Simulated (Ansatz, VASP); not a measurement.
One calculation of WSe2, two programs

INCAR

```
SYSTEM = WSe2
PREC = Accurate
ENCUT = 520
EDIFF = 1E-6
ISMEAR = -1
SIGMA = 0.02
LREAL = .FALSE.
LASPH = .TRUE.
NELM = 80
ALGO = Normal
ISIF = 2
LWAVE = .FALSE.
LCHARG = .FALSE.
GGA = PE
NBANDS = 20
```

File KPOINTS:

```
Automatic mesh
0
G
  6 6 6
  0 0 0
```

POSCAR

```
WSe2
1.0
    1.6433003578      0.9487599040      6.4972669668
   -1.6433003578      0.9487599040      6.4972669668
    0.0000000000     -1.8975198079      6.4972669668
W Se
1 2
Direct
    0.0000000000      0.0000000000      0.0000000000
    0.2462563275      0.2462563275      0.2462563275
    0.7537436725      0.7537436725      0.7537436725
```

Input for Ansatz:

```yaml
crystal:
  lattice:
    - [1.6433003578, 0.948759904, 6.4972669668]
    - [-1.6433003578, 0.948759904, 6.4972669668]
    - [0.0, -1.8975198079, 6.4972669668]
  atoms:
    - { symbol: W, position: [0.0, 0.0, 0.0] }
    - { symbol: Se, position: [0.2462563275, 0.2462563275, 0.2462563275] }
    - { symbol: Se, position: [0.7537436725, 0.7537436725, 0.7537436725] }
kpoints:
  mp_grid: { grid: [6, 6, 6] }
hamiltonian:
  xc: pbe
scf:
  occupations: { method: fermi_dirac, width: 0.02 }
  n_extra_bands: 4
output:
  forces: true
  stress: true
  eigenvalues: true
basis:
  ecutwfc: 500
```

Alike in both runs: task single point; functional PBE; k mesh 6 × 6 × 6; occupations fermi-dirac, width 0.02 eV; no spin polarisation.

|  | VASP | Ansatz |
| --- | --- | --- |
| version | VASP 6.6.1 | Ansatz 0.2.0 |
| potentials or method | VASP PAW PBE potentials, release 64 (W_sv, Se), cutoff 520 eV | plane waves |
| valence electrons in the cell | 26 | 46 |

```csv
,VASP,Ansatz,Ansatz less VASP
pressure (GPa),3.5,3.2,-0.30
"traceless stress, the component that is largest in VASP (GPa)",1.69,1.64,-0.046
rms of the force components (eV/Å),0.160,0.140,-0.0192
```

Atom by atom the forces differ by 0.019 eV/Å (rms over components). VASP's potentials hold 26 valence electrons a cell and Ansatz's 46, so a difference there can come from the potentials and not from the codes.

The k mesh is coarse, so the values compare programs but aren't converged. Neither program's run includes spin-orbit coupling.
